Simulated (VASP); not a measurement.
# C in VASP: notebook

C is run at these levels: PBE+D3(BJ); tasks: relaxation of the atoms, single point.

All numbers are computed with VASP 6.6.1; they aren't measurements. Logs are shortened: lines on timing, memory, paths and dates and some standing lists are left out, and cuts for length are marked.

### 1 The cell of the first run

The cell holds a slab with vacuum, 2 atoms: a = 2.638 Å, b = 2.638 Å, c = 26.002 Å, α = 90.00°, β = 90.00°, γ = 60.00°.

### 2 Relaxation of the atoms, PBE+D3(BJ) (biaxial strain +0.070)

The input, INCAR:

```
ALGO = Normal
DIPOL = 0.5 0.5 0.500
EDIFF = 1E-6
EDIFFG = -0.01
ENCUT = 520
GGA = PE
IBRION = 2
IDIPOL = 3
ISIF = 2
ISMEAR = 0
IVDW = 12
LASPH = True
LCHARG = False
LDIPOL = True
LREAL = False
LWAVE = False
NELM = 60
NSW = 60
PREC = Accurate
SIGMA = 0.1
```

The input, KPOINTS:

```
k-points
0
Gamma
  21 21 1
```

The input, POSCAR:

```
C
1.0
    2.6382951192     -0.0000083040      0.0000000000
    1.3191553225      2.2848261140      0.0000000000
    0.0000000000      0.0000000000     26.0015393195
C
2
Direct
    0.1656234898      0.1656234898      0.5000002658
    0.4989568488      0.4989568488      0.4999997342
```

Potentials or basis: VASP PAW PBE potentials, release 64 (C).

The run is started by

```
$ cat potpaw_PBE.64/C/POTCAR > POTCAR
$ mpirun -np 1 vasp_std > vasp.out
```

OUTCAR:

```text
EDIFF = 1E-6
   EDIFFG = -0.01
   ENCUT = 520
   GGA = PE
   IBRION = 2
   ISIF = 2
   ISMEAR = 0
   IVDW = 12
   LASPH = True
   LREAL = False
   NELM = 60
   NSW = 60
   PREC = Accurate
 IVDW          = 12

 ion  position               nearest neighbor table
   1  0.166  0.166  0.500-   2 1.52   2 1.52   2 1.52
   2  0.499  0.499  0.500-   1 1.52   1 1.52   1 1.52

  LATTYP: Found a hexagonal cell.
 ALAT       =     2.6382951192
 C/A-ratio  =     9.8554324458

  Lattice vectors:

 A1 = (  -1.3191553225,  -2.2848261140,   0.0000000000)
 A2 = (   2.6382951192,  -0.0000083040,   0.0000000000)
 A3 = (   0.0000000000,   0.0000000000,  26.0015393195)

Analysis of symmetry for initial positions (statically):
=====================================================================
 Subroutine PRICEL returns:
 Original cell was already a primitive cell.

 Routine SETGRP: Setting up the symmetry group for a
 hexagonal supercell.

 Subroutine GETGRP returns: Found 24 space group operations
 (whereof  4 operations were pure point group operations)
 out of a pool of 24 trial point group operations.

The static configuration has the point symmetry C_2v.
 The point group associated with its full space group is D_6h.

Analysis of symmetry for dynamics (positions and initial velocities):
=====================================================================
 Subroutine PRICEL returns:
 Original cell was already a primitive cell.

 Routine SETGRP: Setting up the symmetry group for a
 hexagonal supercell.

 Subroutine GETGRP returns: Found 24 space group operations
 (whereof  4 operations were pure point group operations)
 out of a pool of 24 trial point group operations.

The dynamic configuration has the point symmetry C_2v.
 The point group associated with its full space group is D_6h.

 Subroutine INISYM returns: Found 24 space group operations
 (whereof  4 operations are pure point group operations),
 and found     1 'primitive' translations

----------------------------------------------------------------------------------------

                                     Primitive cell

  volume of cell :     156.7387

  direct lattice vectors                    reciprocal lattice vectors
     2.638295119 -0.000008304  0.000000000     0.379031965 -0.218835924  0.000000000
     1.319155322  2.284826114  0.000000000     0.000001378  0.437669272  0.000000000
     0.000000000  0.000000000 26.001539320     0.000000000  0.000000000  0.038459261

  length of vectors
     2.638295119  2.638295119 26.001539320     0.437669272  0.437669272  0.038459261

  position of ions in fractional coordinates (direct lattice)
     0.165623490  0.165623490  0.500000266
     0.498956849  0.498956849  0.499999734

  ion indices of the primitive-cell ions
   primitive index   ion index
                 1           1
                 2           2

----------------------------------------------------------------------------------------

 KPOINTS: k-points

Automatic generation of k-mesh.
 Grid dimensions read from file:
 generate k-points for:   21   21    1

 Generating k-lattice:

  Cartesian coordinates                     Fractional coordinates (reciprocal lattice)
     0.018049141 -0.010420758  0.000000000     0.047619048  0.000000000  0.000000000
     0.000000066  0.020841394  0.000000000     0.000000000  0.047619048  0.000000000
     0.000000000  0.000000000  0.038459261     0.000000000  0.000000000  1.000000000

  Length of vectors
     0.020841394  0.020841394  0.038459261

  Shift w.r.t. Gamma in fractional coordinates (k-lattice)
     0.000000000  0.000000000  0.000000000

 Subroutine IBZKPT returns following result:
 ===========================================

 Found     48 irreducible k-points:

 Following reciprocal coordinates:
            Coordinates               Weight
  0.000000  0.000000  0.000000      1.000000
  0.047619  0.000000  0.000000      6.000000
  0.095238  0.000000  0.000000      6.000000
  0.142857  0.000000  0.000000      6.000000
  0.190476  0.000000  0.000000      6.000000
  0.238095  0.000000  0.000000      6.000000
[... 16 lines left out ...]
  0.238095  0.095238  0.000000     12.000000
  0.285714  0.095238  0.000000     12.000000
 [... further k-points ...]
   k-points           NKPTS =     48   k-points in BZ     NKDIM =     48   number of bands    NBANDS=      8
   number of dos      NEDOS =    301   number of ions     NIONS =      2
   total plane-waves  NPLWV =  78400
   dimension x,y,z NGX =    20 NGY =   20 NGZ =  196
   dimension x,y,z NGXF=    40 NGYF=   40 NGZF=  392
   ions per type =               2
   NGX,Y,Z   is equivalent  to a cutoff of  12.60, 12.60, 12.53 a.u.
   NGXF,Y,Z  is equivalent  to a cutoff of  25.21, 25.21, 25.06 a.u.
 SYSTEM =  unknown system
   PREC   = accura    normal or accurate (medium, high low for compatibility)
   ISTART =      0    job   : 0-new  1-cont  2-samecut
   ICHARG =      2    charge: 1-file 2-atom 10-const
   ISPIN  =      1    spin polarized calculation?
   LNONCOLLINEAR =      F non collinear calculations
   LSORBIT =      F    spin-orbit coupling
   LASPH  =      T    aspherical Exc in radial PAW
   ENCUT  =  520.0 eV  38.22 Ry    6.18 a.u.   4.91  4.91 48.35*2*pi/ulx,y,z
   NELM   =     60;   NELMIN=  2; NELMDL= -5     # of ELM steps
   EDIFF  = 0.1E-05   stopping-criterion for ELM
   LREAL  =      F    real-space projection
   EDIFFG = -.1E-01   stopping-criterion for IOM
   NSW    =     60    number of steps for IOM
   IBRION =      2    ionic relax: 0-MD 1-quasi-New 2-CG
   NFREE  =      1    steps in history (QN), initial steepest desc. (CG)
   ISIF   =      2    stress and relaxation
   ISYM   =      2    0-nonsym 1-usesym 2-fastsym
   POTIM  = 0.5000    time-step for ionic-motion
   TEBEG  =    0.0;   TEEND  =   0.0 temperature during run
   PSTRESS=    0.0 pullay stress
   NELECT =       8.0000    total number of electrons
   NUPDOWN=      -1.0000    fix difference up-down
   EMIN   =  10.00;   EMAX   =-10.00  energy-range for DOS
   EFERMI =   0.00;   METHOD = LEGACY
   ISMEAR =     0;   SIGMA  =   0.10  broadening in eV -4-tet -1-fermi 0-gaus
   EFERMI_NEDOS =   21; number of points for ismear=-14 and -15
   IALGO  =     38    algorithm
   IMIX   =      4    mixing-type and parameters
     AMIX     =   0.40;   BMIX     =  1.00
     AMIX_MAG =   1.60;   BMIX_MAG =  1.00
  volume/ion in A,a.u.               =      78.37       528.86
  Fermi-wavevector in a.u.,A,eV,Ry     =   0.607267  1.147567  5.017457  0.368773
  Thomas-Fermi vector in A             =   1.661665
   LORBIT       =      0    0 simple, 1 ext, 2 COOP (PROOUT), +10 PAW based schemes
   GGA     = PE    functional components
   LHFCALC =     F    Hartree Fock is set to
   AEXX    =    0.0000 exact exchange contribution
   IVDW    =    12    specifies the selected vdW correction
   LEPSILON=     F    determine dielectric tensor
   LRPA    =     F    only Hartree local field effects (RPA)
 conjugate gradient relaxation of ions
 non-spin polarized calculation
 Gauss-broadening in eV      SIGMA  =   0.10
  energy-cutoff  :      520.00
  volume of cell :      156.74
 maximum number of plane-waves:      4287
   NGX =  9   NGY =  9   NGZ = 97

 number of electron       8.0000000 magnetization

 dipolmoment           0.000000      0.000000      0.000018 electrons x Angstroem

 Free energy of the ion-electron system (eV)
  ---------------------------------------------------
  ext. energy  EPLUGINS =         0.00000000
  ---------------------------------------------------
  free energy    TOTEN  =       -17.90631438 eV

  energy without entropy =      -17.90580264  energy(sigma->0) =      -17.90605851

 E-fermi :  -3.7014     XC(G=0):  -1.6337

 val. band max:       -3.7014251805   @ k =  -0.3333   0.3333   0.0000
 cond. band min:      -3.7014193470   @ k =  -0.3333   0.3333   0.0000
 fundamental gap:      0.0000058335
 Fermi energy:        -3.7014222630

 k-point     1 :       0.0000    0.0000    0.0000
  band No.  band energies     occupation
      1     -21.6543      2.00000
      2     -10.0450      2.00000
      3      -6.7686      2.00000
      4      -6.7686      2.00000
      5       0.1331      0.00000
      6       0.8594      0.00000
      7       1.1194      0.00000
      8       1.5849      0.00000

 k-point     2 :       0.0476    0.0000    0.0000
  band No.  band energies     occupation
      1     -21.6070      2.00000
      2      -9.9909      2.00000
      3      -6.9775      2.00000
      4      -6.8616      2.00000
      5       0.1968      0.00000
      6       0.9236      0.00000
      7       1.1847      0.00000
      8       1.6497      0.00000

 k-point     3 :       0.0952    0.0000    0.0000
  band No.  band energies     occupation
      1     -21.4651      2.00000
      2      -9.8290      2.00000
      3      -7.5576      2.00000
      4      -7.1177      2.00000
      5       0.3879      0.00000
      6       1.1162      0.00000
      7       1.3804      0.00000
      8       1.8441      0.00000

 k-point     4 :       0.1429    0.0000    0.0000
  band No.  band energies     occupation
      1     -21.2294      2.00000
      2      -9.5611      2.00000
      3      -8.4054      2.00000
      4      -7.4826      2.00000
      5       0.7062      0.00000
      6       1.4365      0.00000
      7       1.7067      0.00000
      8       2.1677      0.00000

 k-point     5 :       0.1905    0.0000    0.0000
  band No.  band energies     occupation
      1     -20.9010      2.00000
      2      -9.4172      2.00000
      3      -9.1901      2.00000
      4      -7.8972      2.00000
      5       1.1513      0.00000
      6       1.8831      0.00000
      7       2.1636      0.00000
      8       2.6194      0.00000

 k-point     6 :       0.2381    0.0000    0.0000
  band No.  band energies     occupation
      1     -20.4816      2.00000
      2     -10.5139      2.00000
      3      -8.7213      2.00000
      4      -8.3134      2.00000
      5       1.7223      0.00000
      6       2.3911      0.00000
      7       2.5838      0.00000
      8       2.6953      0.00000

 k-point     7 :       0.2857    0.0000    0.0000
  band No.  band energies     occupation
      1     -19.9743      2.00000
      2     -11.6404      2.00000
      3      -8.6967      2.00000
      4      -8.1634      2.00000
      5       1.4805      0.00000
      6       2.3646      0.00000
      7       2.4524      0.00000
      8       3.1726      0.00000
[... 133 lines left out ...]
 k-point    20 :       0.4762    0.0476    0.0000
  band No.  band energies     occupation
      1     -17.6375      2.00000
      2     -15.2289      2.00000
      3      -9.6722      2.00000
      4      -5.9018      2.00000
      5      -1.8382      0.00000
      6       2.0493      0.00000
      7       5.8625      0.00000
      8       6.6031      0.00000

 k-point    21 :      -0.4762    0.0476    0.0000
  band No.  band energies     occupation
      1     -17.2307      2.00000
      2     -15.7063      2.00000
      3      -9.7174      2.00000
      4      -5.6456      2.00000
      5      -2.1557      0.00000
      6       2.0178      0.00000
      7       6.9876      0.00000
      8       7.1610      0.00000

 k-point    22 :       0.1905    0.0952    0.0000
  band No.  band energies     occupation
      1     -21.0884      2.00000
      2      -9.4013      2.00000
      3      -8.7453      2.00000
      4      -7.8216      2.00000
      5       0.8971      0.00000
      6       1.6287      0.00000
      7       1.9025      0.00000
      8       2.3619      0.00000

 k-point    23 :       0.2381    0.0952    0.0000
  band No.  band energies     occupation
      1     -20.7608      2.00000
      2      -9.6125      2.00000
      3      -9.0322      2.00000
      4      -8.3214      2.00000
      5       1.3422      0.00000
      6       2.0754      0.00000
      7       2.3594      0.00000
      8       2.8139      0.00000

 k-point    24 :       0.2857    0.0952    0.0000
  band No.  band energies     occupation
      1     -20.3426      2.00000
      2     -10.6012      2.00000
      3      -8.8059      2.00000
      4      -8.5656      2.00000
      5       1.9133      0.00000
      6       2.2665      0.00000
      7       2.6580      0.00000
      8       2.9466      0.00000

 [... further k-points ...]

------------------------ aborting loop because EDIFF is reached ----------------------------------------

 vacuum level on the upper side and lower side of the slab       (xc-potential included)        -0.009        -0.009

 Edisp (eV)   -0.16159

 E8    (eV) :    -0.0508

  FORCE on cell =-STRESS in cart. coord.  units (eV):
  Direction    XX          YY          ZZ          XY          YZ          ZX
  --------------------------------------------------------------------------------------
  -------------------------------------------------------------------------------------
  Total      -7.88498    -7.88498    -0.00890    -0.00000     0.00000    -0.00000
  in kB     -80.59997   -80.59995    -0.09098    -0.00002     0.00000    -0.00000
  external pressure =      -53.76 kB  Pullay stress =        0.00 kB

 VOLUME and BASIS-vectors are now :
 -----------------------------------------------------------------------------
  energy-cutoff  :      520.00
  volume of cell :      156.74
      direct lattice vectors                 reciprocal lattice vectors
     2.638295119 -0.000008304  0.000000000     0.379031965 -0.218835924  0.000000000
     1.319155322  2.284826114  0.000000000     0.000001378  0.437669272  0.000000000
     0.000000000  0.000000000 26.001539320     0.000000000  0.000000000  0.038459261

 POSITION                                       TOTAL-FORCE (eV/Angst)
 -----------------------------------------------------------------------------------
      0.65545      0.37842     13.00078        -0.000000      0.000000      0.000000
      1.97460      1.14003     13.00076         0.000000     -0.000000     -0.000000
 -----------------------------------------------------------------------------------
    total drift:                               -0.000023     -0.000014      0.003646

  FREE ENERGIE OF THE ION-ELECTRON SYSTEM (eV)
  ---------------------------------------------------
  free  energy   TOTEN  =       -18.0679009775 eV

  energy  without entropy=      -18.0673892410  energy(sigma->0) =      -18.06764511

 reached required accuracy - stopping structural energy minimisation

 vacuum level on the upper side and lower side of the slab         1.064         1.063
```

Run time: 2 min. Hardware: 1 thread of Intel Xeon 8259CL, shared host; peak memory 0.28 GiB.

What came out:

```yaml
Free_energy: -18.0679 eV
Band_gap_on_the_k_mesh: zero (filled and empty bands touch)
Dispersion_energy_per_atom: -0.081 eV
```

Final structure:
```
C
1.0
     2.63830   -0.00001    0.00000
     1.31916    2.28483    0.00000
     0.00000    0.00000   26.00154
C
2
Cartesian
  0.6554 0.3784 13.0008
  1.9746 1.1400 13.0008
```

Caveat: the cell differs from its parent crystal (biaxial strain +0.070).

### 3 Single point, PBE+D3(BJ) (strain along x -0.020, then relaxed in part)

The input, INCAR:

```
SYSTEM = C
ALGO     = Normal         ! electronic algorithm
DIPOL    = 0.5 0.5 0.500
EDIFF    = 1E-6           ! SCF threshold, eV
ENCUT    = 520            ! plane-wave cutoff, eV
GGA      = PE             ! functional
IDIPOL   = 3            
ISIF     = 2              ! what is computed and relaxed
ISMEAR   = 0              ! smearing method
IVDW     = 12             ! dispersion correction
LASPH    = .TRUE.         ! aspherical terms in the spheres
LCHARG   = .TRUE.         ! write CHGCAR
LDIPOL   = .TRUE.       
LELF     = .TRUE.         ! ELF
LREAL    = .FALSE.        ! projectors in reciprocal space
LVACPOTAV= .TRUE.       
LVHAR    = .TRUE.       
LWAVE    = .FALSE.        ! write WAVECAR
NBANDS   = 11             ! bands
NELM     = 60             ! most SCF steps
PREC     = Accurate       ! precision mode
SIGMA    = 0.1            ! smearing width, eV
```

The input, KPOINTS:

```
k-points
0
G
  21 21 1
  0 0 0
```

The input, POSCAR:

```
C
1.0
    2.4163824449     -0.0000079037      0.0000000000
    1.2081982069      2.1353514364      0.0000000000
    0.0000000000      0.0000000000     26.0015393183
C
2
Direct
    0.1661170521      0.1646364075      0.5000000000
    0.4984632891      0.4999439337      0.5000000000
```

Potentials or basis: VASP PAW PBE potentials, release 64 (C).

The run is started by

```
$ cat potpaw_PBE.64/C/POTCAR > POTCAR
$ mpirun -np 1 vasp_std > vasp.out
```

Run time: 10 min. Hardware: 1 thread of Intel Xeon 8259CL, shared host; peak memory 0.33 GiB.

The run converged. Its results:

| Item | Value |
| --- | --- |
| Free energy | -18.6020 eV |
| Dispersion energy per atom | -0.089 eV |

Forces on the atoms (eV/Å):
```
C    0.000  0.003  0.000
C    0.000 -0.003  0.000
```

Caveat: the cell differs from its parent crystal (strain along x -0.020, then relaxed in part).

### 4 Single point, PBE+D3(BJ) (strain along y -0.020, then relaxed in part)

The input, INCAR:

```
SYSTEM = C
PREC = Accurate
ENCUT = 520
EDIFF = 1E-6
ISMEAR = 0
SIGMA = 0.1
LREAL = .FALSE.
LASPH = .TRUE.
NELM = 60
ALGO = Normal
ISIF = 2
LWAVE = .FALSE.
LCHARG = .FALSE.
LDIPOL = .TRUE.
IDIPOL = 3
DIPOL = 0.5 0.5 0.500
GGA = PE
IVDW = 12
NBANDS = 11
```

The input, KPOINTS:

```
Automatic mesh
0
G
  21 21 1
  0 0 0
```

The input, POSCAR:

```
C
1.0
    2.4656963724     -0.0000080775      0.0000000000
    1.2328550416      2.0926442417      0.0000000000
    0.0000000000      0.0000000000     26.0015393183
C
2
Direct
    0.1651018371      0.1666668375      0.5000000000
    0.4994785041      0.4979135037      0.5000000000
```

The run is started by

```
$ cat potpaw_PBE.64/C/POTCAR > POTCAR
$ mpirun -np 1 vasp_std > vasp.out
```

It took 9.2 min on 1 thread of Intel Xeon 8259CL, shared host; peak memory 0.33 GiB.

The run converged. Its results:

| Item | Value |
| --- | --- |
| Free energy | -18.6021 eV |
| Dispersion energy per atom | -0.089 eV |

Forces in eV/Å, atoms in the order of the input:
```
C    0.000  0.003  0.000
C    0.000 -0.003  0.000
```

Caveat: the cell differs from its parent crystal (strain along y -0.020, then relaxed in part).
